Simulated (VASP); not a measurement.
Here is a VASP 6.6.1 calculation.

The input INCAR:

```
PREC = Accurate
ENCUT = 520
EDIFF = 1E-7
ISMEAR = 0
SIGMA = 0.1
LREAL = F
LASPH = T
NELM = 60
ALGO = Normal
ISIF = 2
LWAVE = F
LCHARG = F
GGA = PE
NBANDS = 14
```

File KPOINTS:

```
Automatic mesh
0
Gamma
  8 8 8
```

The input POSCAR:

```
B
1.0
   -1.5021913727      1.9335788252      2.6161077323
    1.5021913727     -1.9335788252      2.6161077323
    1.5021913727      1.9335788252     -2.6161077323
B
4
Direct
    0.8339548432      0.3340080874      0.4999467558
    0.6659386684      0.6659919126     -0.0000532442
    0.1660451568      0.6659919126      0.5000532442
    0.3340613316      0.3340080874      1.0000532442
```

Potentials or basis: VASP PAW PBE potentials, release 64 (B).

Run with:

```sh
$ cat potpaw_PBE.64/B/POTCAR > POTCAR
$ mpirun -np 1 vasp_std > vasp.out
```

(1) What does it give for the pressure?

(2) Estimate the band gap on the k mesh.

(3) Estimate the largest force.

Answers

(1) -0.1 GPa.

(2) zero (bands 6 and 7 overlap by 4.99 eV).

(3) 0.004 eV/Å.
